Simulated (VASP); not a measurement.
TcAu, 2 atoms in the cell. Symmetry: Pm-3m, No. 221, cubic system. The conventional cell has a = 2.830 Å, b = 2.830 Å, c = 2.830 Å, α = 90.00°, β = 90.00°, γ = 90.00°. Au (site symmetry m-3m) has 8 Tc at 2.45 Å and 6 Au at 2.83 Å within 3.2 Å. Tc (site symmetry m-3m) has 8 Au at 2.45 Å and 6 Tc at 2.83 Å within 3.2 Å. 

- Program: VASP 6.6.1
- Task: relaxation of cell and atoms
- Functional: LDA
- Potentials or basis: VASP PAW LDA potentials, release 64 (Au, Tc_pv)
- Cutoff: 600 eV
- k mesh: 8 × 8 × 8
- Occupations: gaussian, width 0.05 eV
- Spin: no spin polarisation
- Dipole correction: no
- Further INCAR settings: ALGO = Normal; EDIFF = 1e-06; IBRION = 2; EDIFFG = -0.03; NSW = 80; ISIF = 3

Potentials or basis: VASP PAW LDA potentials, release 64 (Au, Tc_pv).

Command:

```bash
$ cat potpaw_LDA.64/Au/POTCAR potpaw_LDA.64/Tc_pv/POTCAR > POTCAR
$ mpirun -np 1 vasp_std > vasp.out
```

Hardware: 1 thread of Intel(R) Xeon(R) 6975P-C (Granite Rapids), on a shared host.

Task: Estimate the wall time of this run.

Result: Run time: 31 s on 1 thread of Intel(R) Xeon(R) 6975P-C (Granite Rapids) (shared host), peak memory 0.15 GiB. Counts: scf iterations 79, k points 35, ion steps 8.
